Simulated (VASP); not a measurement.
# GePt (Pm-3m) in VASP: notebook

GePt is run at these levels: PBE; tasks: single point, relaxation of cell and atoms.

Program: VASP 6.6.1. These are calculated values, not measurements. Logs are shortened: lines on timing, memory, paths and dates and some standing lists are left out, and cuts for length are marked.

## (1) The cell of the first run

It takes space group Pm-3m (No. 221, cubic). The conventional cell has a = 3.194 Å, b = 3.194 Å, c = 3.194 Å, α = 90.00°, β = 90.00°, γ = 90.00°. Within 3.6 Å of Ge (site symmetry m-3m) lie 8 Pt at 2.77 Å and 6 Ge at 3.19 Å. Within 3.6 Å of Pt (site symmetry m-3m) lie 8 Ge at 2.77 Å and 6 Pt at 3.19 Å.

## (2) Single point, PBE

Input file INCAR:

```
SYSTEM = GePt
ALGO = Normal
EDIFF = 1E-6
ENCUT = 520
GGA = PE
ISIF = 2
ISMEAR = 0
LASPH = .True.
LCHARG = .False.
LREAL = .False.
LWAVE = .False.
NBANDS = 19
NELM = 100
PREC = Accurate
SIGMA = 0.1
```

Input file KPOINTS:

```
k-points
0
Gamma
  6 6 6
  0 0 0
```

Input file POSCAR:

```
GePt
1.0
    3.1941089516      0.0000000000      0.0000000000
    0.0000000000      3.1941089516      0.0000000000
    0.0000000000      0.0000000000      3.1941089516
Ge Pt
1 1
Direct
    0.0000000000      0.0000000000      0.0000000000
    0.5000000000      0.5000000000      0.5000000000
```

Potentials or basis: VASP PAW PBE potentials, release 64 (Ge_d, Pt).

On the command line:

```bash
> cat potpaw_PBE.64/Ge_d/POTCAR potpaw_PBE.64/Pt/POTCAR > POTCAR
> mpirun -np 1 vasp_std > vasp.out
```

OUTCAR:

```text
SYSTEM = GePt
   EDIFF = 1E-6
   ENCUT = 520
   GGA = PE
   ISIF = 2
   ISMEAR = 0
   LASPH = .True.
   LREAL = .False.
   NELM = 100
   PREC = Accurate

 ion  position               nearest neighbor table
   1  0.000  0.000  0.000-   2 2.77   2 2.77   2 2.77   2 2.77   2 2.77   2 2.77   2 2.77   2 2.77

   2  0.500  0.500  0.500-   1 2.77   1 2.77   1 2.77   1 2.77   1 2.77   1 2.77   1 2.77   1 2.77

  LATTYP: Found a simple cubic cell.
 ALAT       =     3.1941089516

  Lattice vectors:

 A1 = (   3.1941089516,   0.0000000000,   0.0000000000)
 A2 = (   0.0000000000,   3.1941089516,   0.0000000000)
 A3 = (   0.0000000000,   0.0000000000,   3.1941089516)

Analysis of symmetry for initial positions (statically):
=====================================================================
 Subroutine PRICEL returns:
 Original cell was already a primitive cell.

 Routine SETGRP: Setting up the symmetry group for a
 simple cubic supercell.

 Subroutine GETGRP returns: Found 48 space group operations
 (whereof 48 operations were pure point group operations)
 out of a pool of 48 trial point group operations.

The static configuration has the point symmetry O_h .

Analysis of symmetry for dynamics (positions and initial velocities):
=====================================================================
 Subroutine PRICEL returns:
 Original cell was already a primitive cell.

 Routine SETGRP: Setting up the symmetry group for a
 simple cubic supercell.

 Subroutine GETGRP returns: Found 48 space group operations
 (whereof 48 operations were pure point group operations)
 out of a pool of 48 trial point group operations.

The dynamic configuration has the point symmetry O_h .

 Subroutine INISYM returns: Found 48 space group operations
 (whereof 48 operations are pure point group operations),
 and found     1 'primitive' translations

----------------------------------------------------------------------------------------

                                     Primitive cell

  volume of cell :      32.5874

  direct lattice vectors                    reciprocal lattice vectors
     3.194108952  0.000000000  0.000000000     0.313076359  0.000000000  0.000000000
     0.000000000  3.194108952  0.000000000     0.000000000  0.313076359  0.000000000
     0.000000000  0.000000000  3.194108952     0.000000000  0.000000000  0.313076359

  length of vectors
     3.194108952  3.194108952  3.194108952     0.313076359  0.313076359  0.313076359

  position of ions in fractional coordinates (direct lattice)
     0.000000000  0.000000000  0.000000000
     0.500000000  0.500000000  0.500000000

  ion indices of the primitive-cell ions
   primitive index   ion index
                 1           1
                 2           2

----------------------------------------------------------------------------------------

 KPOINTS: k-points

Automatic generation of k-mesh.
 Grid dimensions read from file:
 generate k-points for:    6    6    6

 Generating k-lattice:

  Cartesian coordinates                     Fractional coordinates (reciprocal lattice)
     0.052179393  0.000000000  0.000000000     0.166666667  0.000000000  0.000000000
     0.000000000  0.052179393  0.000000000     0.000000000  0.166666667  0.000000000
     0.000000000  0.000000000  0.052179393     0.000000000  0.000000000  0.166666667

  Length of vectors
     0.052179393  0.052179393  0.052179393

  Shift w.r.t. Gamma in fractional coordinates (k-lattice)
     0.000000000  0.000000000  0.000000000

 Subroutine IBZKPT returns following result:
 ===========================================

 Found     20 irreducible k-points:

 Following reciprocal coordinates:
            Coordinates               Weight
  0.000000  0.000000  0.000000      1.000000
  0.166667  0.000000  0.000000      6.000000
  0.333333  0.000000  0.000000      6.000000
  0.500000  0.000000  0.000000      3.000000
  0.166667  0.166667  0.000000     12.000000
  0.333333  0.166667  0.000000     24.000000
[... 12 lines left out ...]
  0.500000  0.500000  0.333333      6.000000
  0.500000  0.500000  0.500000      1.000000
   k-points           NKPTS =     20   k-points in BZ     NKDIM =     20   number of bands    NBANDS=     19
   number of dos      NEDOS =    301   number of ions     NIONS =      2
   total plane-waves  NPLWV =  13824
   dimension x,y,z NGX =    24 NGY =   24 NGZ =   24
   dimension x,y,z NGXF=    48 NGYF=   48 NGZF=   48
   ions per type =               1   1
   NGX,Y,Z   is equivalent  to a cutoff of  12.49, 12.49, 12.49 a.u.
   NGXF,Y,Z  is equivalent  to a cutoff of  24.98, 24.98, 24.98 a.u.
 SYSTEM =  GePt
   PREC   = accura    normal or accurate (medium, high low for compatibility)
   ISTART =      0    job   : 0-new  1-cont  2-samecut
   ICHARG =      2    charge: 1-file 2-atom 10-const
   ISPIN  =      1    spin polarized calculation?
   LNONCOLLINEAR =      F non collinear calculations
   LSORBIT =      F    spin-orbit coupling
   LASPH  =      T    aspherical Exc in radial PAW
   ENCUT  =  520.0 eV  38.22 Ry    6.18 a.u.   5.94  5.94  5.94*2*pi/ulx,y,z
   NELM   =    100;   NELMIN=  2; NELMDL= -5     # of ELM steps
   EDIFF  = 0.1E-05   stopping-criterion for ELM
   LREAL  =      F    real-space projection
   EDIFFG = 0.1E-04   stopping-criterion for IOM
   NSW    =      0    number of steps for IOM
   IBRION =     -1    ionic relax: 0-MD 1-quasi-New 2-CG
   NFREE  =      0    steps in history (QN), initial steepest desc. (CG)
   ISIF   =      2    stress and relaxation
   ISYM   =      2    0-nonsym 1-usesym 2-fastsym
   POTIM  = 0.5000    time-step for ionic-motion
   TEBEG  =    0.0;   TEEND  =   0.0 temperature during run
   PSTRESS=    0.0 pullay stress
   NELECT =      24.0000    total number of electrons
   NUPDOWN=      -1.0000    fix difference up-down
   EMIN   =  10.00;   EMAX   =-10.00  energy-range for DOS
   EFERMI =   0.00;   METHOD = LEGACY
   ISMEAR =     0;   SIGMA  =   0.10  broadening in eV -4-tet -1-fermi 0-gaus
   EFERMI_NEDOS =   21; number of points for ismear=-14 and -15
   IALGO  =     38    algorithm
   IMIX   =      4    mixing-type and parameters
     AMIX     =   0.40;   BMIX     =  1.00
     AMIX_MAG =   1.60;   BMIX_MAG =  1.00
  volume/ion in A,a.u.               =      16.29       109.96
  Fermi-wavevector in a.u.,A,eV,Ry     =   1.478412  2.793794 29.738287  2.185702
  Thomas-Fermi vector in A             =   2.592696
   LORBIT       =      0    0 simple, 1 ext, 2 COOP (PROOUT), +10 PAW based schemes
   GGA     = PE    functional components
   LHFCALC =     F    Hartree Fock is set to
   AEXX    =    0.0000 exact exchange contribution
   IVDW    =     0    specifies the selected vdW correction
   LEPSILON=     F    determine dielectric tensor
   LRPA    =     F    only Hartree local field effects (RPA)
 non-spin polarized calculation
 Gauss-broadening in eV      SIGMA  =   0.10
  energy-cutoff  :      520.00
  volume of cell :       32.59
 maximum number of plane-waves:       912
 NGX is ok and might be reduce to    24
   NGX = 11   NGY = 11   NGZ = 11

 number of electron      23.9999989 magnetization

 Free energy of the ion-electron system (eV)
  ---------------------------------------------------
  ext. energy  EPLUGINS =         0.00000000
  ---------------------------------------------------
  free energy    TOTEN  =       -10.80220579 eV

  energy without entropy =      -10.79569981  energy(sigma->0) =      -10.79895280

 E-fermi :   9.4207     XC(G=0): -12.5280

 val. band max:        9.3309305918   @ k =   0.5000   0.5000   0.0000
 cond. band min:       9.4610069806   @ k =   0.5000   0.3333   0.1667
 fundamental gap:      0.1300763888
 Fermi energy:         9.4206702965

 k-point     1 :       0.0000    0.0000    0.0000
  band No.  band energies     occupation
      1     -15.5326      2.00000
      2     -15.5326      2.00000
      3     -15.4843      2.00000
      4     -15.4843      2.00000
      5     -15.4843      2.00000
      6      -3.3148      2.00000
[... 11 lines left out ...]
     18      26.4567      0.00000
     19      26.4567      0.00000

 k-point     2 :       0.1667    0.0000    0.0000
  band No.  band energies     occupation
      1     -15.5315      2.00000
      2     -15.5196      2.00000
      3     -15.4876      2.00000
      4     -15.4876      2.00000
      5     -15.4836      2.00000
      6      -2.8742      2.00000
[... 11 lines left out ...]
     18      24.5805      0.00000
     19      24.5805      0.00000

 k-point     3 :       0.3333    0.0000    0.0000
  band No.  band energies     occupation
      1     -15.5293      2.00000
      2     -15.4943      2.00000
      3     -15.4943      2.00000
      4     -15.4937      2.00000
      5     -15.4820      2.00000
      6      -1.6201      2.00000
[... 11 lines left out ...]
     18      20.9896      0.00000
     19      21.0210      0.00000

 k-point     4 :       0.5000    0.0000    0.0000
  band No.  band energies     occupation
      1     -15.5282      2.00000
      2     -15.4976      2.00000
      3     -15.4976      2.00000
      4     -15.4813      2.00000
      5     -15.4808      2.00000
      6      -0.2610      2.00000
[... 11 lines left out ...]
     18      18.7371      0.00000
     19      18.9357      0.00000

 k-point     5 :       0.1667    0.1667    0.0000
  band No.  band energies     occupation
      1     -15.5247      2.00000
      2     -15.5125      2.00000
      3     -15.4918      2.00000
      4     -15.4884      2.00000
      5     -15.4861      2.00000
      6      -2.4534      2.00000
[... 11 lines left out ...]
     18      21.3746      0.00000
     19      23.8386      0.00000
[... 246 lines left out ...]
      2     -15.5073      2.00000
      3     -15.5073      2.00000
      4     -15.4710      2.00000
      5     -15.4710      2.00000
      6       0.6255      2.00000
[... 11 lines left out ...]
     18      21.3508      0.00000
     19      26.9119      0.00000

 k-point    18 :       0.5000    0.3333    0.3333
  band No.  band energies     occupation
      1     -15.5150      2.00000
      2     -15.5108      2.00000
      3     -15.5076      2.00000
      4     -15.4707      2.00000
      5     -15.4579      2.00000
      6       1.2002      2.00000
[... 11 lines left out ...]
     18      19.5624      0.00000
     19      27.6170      0.00000

 k-point    19 :       0.5000    0.5000    0.3333
  band No.  band energies     occupation
      1     -15.5172      2.00000
      2     -15.5114      2.00000
      3     -15.5114      2.00000
      4     -15.4641      2.00000
      5     -15.4509      2.00000
      6       1.7490      2.00000
[... 11 lines left out ...]
     18      16.6735      0.00000
     19      29.5255      0.00000

 k-point    20 :       0.5000    0.5000    0.5000
  band No.  band energies     occupation
      1     -15.5150      2.00000
      2     -15.5150      2.00000
      3     -15.5150      2.00000
      4     -15.4506      2.00000
      5     -15.4506      2.00000
      6       3.2014      2.00000
[... 11 lines left out ...]
     18      13.4994      0.00000
     19      34.8258      0.00000

------------------------ aborting loop because EDIFF is reached ----------------------------------------

  FORCE on cell =-STRESS in cart. coord.  units (eV):
  Direction    XX          YY          ZZ          XY          YZ          ZX
  --------------------------------------------------------------------------------------
  -------------------------------------------------------------------------------------
  Total       -0.0016708     -0.0016708     -0.0016708     -0.0000000     -0.0000000      0.0000000
  in kB       -0.0821441     -0.0821441     -0.0821441     -0.0000000     -0.0000000      0.0000000
  external PRESSURE =      -0.0821441 kB  Pullay stress =       0.0000000 kB

 VOLUME and BASIS-vectors are now :
 -----------------------------------------------------------------------------
  energy-cutoff  :      520.00
  volume of cell :       32.59
      direct lattice vectors                 reciprocal lattice vectors
     3.194108952  0.000000000  0.000000000     0.313076359  0.000000000  0.000000000
     0.000000000  3.194108952  0.000000000     0.000000000  0.313076359  0.000000000
     0.000000000  0.000000000  3.194108952     0.000000000  0.000000000  0.313076359

 POSITION                                       TOTAL-FORCE (eV/Angst)
 -----------------------------------------------------------------------------------
      0.00000      0.00000      0.00000         0.000000      0.000000      0.000000
      1.59705      1.59705      1.59705         0.000000      0.000000      0.000000
 -----------------------------------------------------------------------------------
    total drift:                                0.000000      0.000000     -0.000000

  FREE ENERGIE OF THE ION-ELECTRON SYSTEM (eV)
  ---------------------------------------------------
  free  energy   TOTEN  =       -10.8022057881 eV

  energy  without entropy=      -10.7956998074  energy(sigma->0) =      -10.79895280
```

Wall time 5.8 s (1 thread of AMD EPYC 9R45 (Zen 5), shared host); peak memory 0.11 GiB.

What came out:

```yaml
Free_energy: -10.8022 eV
Pressure: 0.0 GPa
Band_gap_on_the_k_mesh: zero (band 12 reaches 11.92 eV, above the bottom of band 13 at 8.27 eV)
```

Caveat: spin-orbit coupling is left out, which moves the levels of the heavy elements.

## (3) Single point, PBE

This run uses another cell than the first one, of 17.39 Å³/atom, 1.067 times its volume.

Input file INCAR:

```
SYSTEM = GePt
  PREC = Accurate
  ENCUT = 520
  EDIFF = 1E-7
  ISMEAR = 0
  SIGMA = 0.1
  LREAL = .False.
  LASPH = .True.
  NELM = 100
  ALGO = Normal
  ISIF = 2
  LWAVE = .False.
  LCHARG = .False.
  GGA = PE
  NBANDS = 19
```

Input file KPOINTS:

```
regular mesh
0
Gamma
  6 6 6
  0 0 0
```

Input file POSCAR:

```
GePt
1.0
    3.2642808900      0.0000000000      0.0000000000
    0.0000000000      3.2642808900      0.0000000000
    0.0000000000      0.0000000000      3.2642808900
Ge Pt
1 1
Direct
    0.0000000000      0.0000000000      0.0000000000
    0.5000000000      0.5000000000      0.5000000000
```

Potentials or basis: VASP PAW PBE potentials, release 64 (Ge_d, Pt).

On the command line:

```bash
> cat potpaw_PBE.64/Ge_d/POTCAR potpaw_PBE.64/Pt/POTCAR > POTCAR
> mpirun -np 1 vasp_std > vasp.out
```

Run time: 6.7 s. Hardware: 1 thread of AMD EPYC 9R45 (Zen 5), shared host; peak memory 0.11 GiB.

The run converged. Its results:

```yaml
Free_energy: -10.7450 eV
Pressure: -7.7 GPa
Band_gap_on_the_k_mesh: zero (band 12 reaches 11.06 eV, above the bottom of band 13 at 7.31 eV)
```

Levels at points of the mesh, in eV from the Fermi level:
```tsv
k point	band 10	band 11	band 12	band 13	band 14	band 15
(0.00, 0.00, 0.00)	-1.98	-1.98	1.91	1.91	1.91	3.79
(0.50, 0.00, 0.00)	-3.38	-1.89	-0.84	6.24	6.24	7.49
(0.50, 0.50, 0.00)	-2.73	-2.73	-1.09	-0.21	1.00	4.83
(0.50, 0.50, 0.50)	-1.03	-1.03	2.67	2.67	2.67	3.83
```

Caveat: spin-orbit coupling is left out, which moves the levels of the heavy elements.

## (4) Relaxation of cell and atoms, PBE

This run uses another cell than the first one, of 17.39 Å³/atom, 1.067 times its volume.

Input file INCAR:

```
ALGO     = Normal         # electronic algorithm
EDIFF    = 1E-7           # SCF threshold, eV
EDIFFG   = -0.04          # ionic threshold
ENCUT    = 600            # plane-wave cutoff, eV
GGA      = PE             # functional
IBRION   = 2              # ionic algorithm
ISIF     = 3              # what is computed and relaxed
ISMEAR   = 0              # smearing method
LASPH    = T              # aspherical terms in the spheres
LCHARG   = F              # write CHGCAR
LREAL    = F              # projectors in reciprocal space
LWAVE    = F              # write WAVECAR
NELM     = 80             # most SCF steps
NSW      = 90             # ionic steps
PREC     = Accurate       # precision mode
SIGMA    = 0.1            # smearing width, eV
```

Input file KPOINTS:

```
k-points
0
Gamma
  6 6 6
```

POSCAR is that of step 3.

On the command line:

```bash
> cat potpaw_PBE.64/Ge_d/POTCAR potpaw_PBE.64/Pt/POTCAR > POTCAR
> mpirun -np 1 vasp_std > vasp.out
```

Wall time 22 s (1 thread of AMD EPYC 9R45 (Zen 5), shared host); peak memory 0.14 GiB.

The run converged. Its results:

```
Free energy                            : -10.8026 eV
Relaxed volume                         : 16.31 Å³/atom
Relaxed cell                           : a = 3.195 Å, b = 3.195 Å, c = 3.195 Å, α = 90.00°, β = 90.00°, γ = 90.00°
Space group after relaxing (to 0.05 Å) : Pm-3m (No. 221)
Energy gained by relaxing              : 28.8 meV/atom
Ionic steps                            : 3
Pressure after relaxing                : 0.0 GPa
Band gap on the k mesh                 : zero (band 12 reaches 11.90 eV, above the bottom of band 13 at 8.26 eV)
```

The path:
```tsv
step	energy change (eV)	largest force (eV/Å)	pressure (GPa)	volume (Å³)
1	0.0000	0.0000	-7.63	34.78
2	-0.0047	0.0000	9.71	30.78
3	-0.0577	0.0000	-0.04	32.61
```

Final structure:
```
Ge Pt
1.0
     3.19496    0.00000    0.00000
     0.00000    3.19496    0.00000
     0.00000    0.00000    3.19496
Ge Pt
1 1
Cartesian
  0.0000 0.0000 0.0000
  1.5975 1.5975 1.5975
```

Levels at points of the mesh, in eV from the Fermi level:
| k point | band 9 | band 10 | band 11 | band 12 | band 13 | band 14 | band 15 | band 16 |
| --- | --- | --- | --- | --- | --- | --- | --- | --- |
| (0.00, 0.00, 0.00) | -2.25 | -2.25 | -2.25 | 1.82 | 1.82 | 1.82 | 4.32 | 9.91 |
| (0.50, 0.00, 0.00) | -3.80 | -3.80 | -2.15 | -0.98 | 6.58 | 6.58 | 7.51 | 7.83 |
| (0.50, 0.50, 0.00) | -3.93 | -3.09 | -3.09 | -1.25 | -0.09 | 1.02 | 4.96 | 11.06 |
| (0.50, 0.50, 0.50) | -5.45 | -1.19 | -1.19 | 2.50 | 2.50 | 2.50 | 4.02 | 4.02 |

Caveat: spin-orbit coupling is left out, which moves the levels of the heavy elements.

## (5) Overview

| task | cell | cutoff (eV) | gap on the mesh (eV) | pressure (GPa) |
| --- | --- | --- | --- | --- |
| single point | a = 3.194 Å, 2 atoms | 520 | none | 0.0 |
| single point | a = 3.264 Å, 2 atoms | 520 | none | -7.7 |
| relaxation of cell and atoms | relaxed from a = 3.264 Å, 2 atoms | 600 | none | 0.0 |

Alike in all rows: level PBE; potentials or basis VASP PAW PBE potentials, release 64 (Ge_d, Pt); no spin polarisation; k mesh 6 × 6 × 6; smearing gaussian 0.1 eV.

Caveats: spin-orbit coupling is left out, which moves the levels of the heavy elements.

Absolute energies hang on the potentials; compare differences alone.
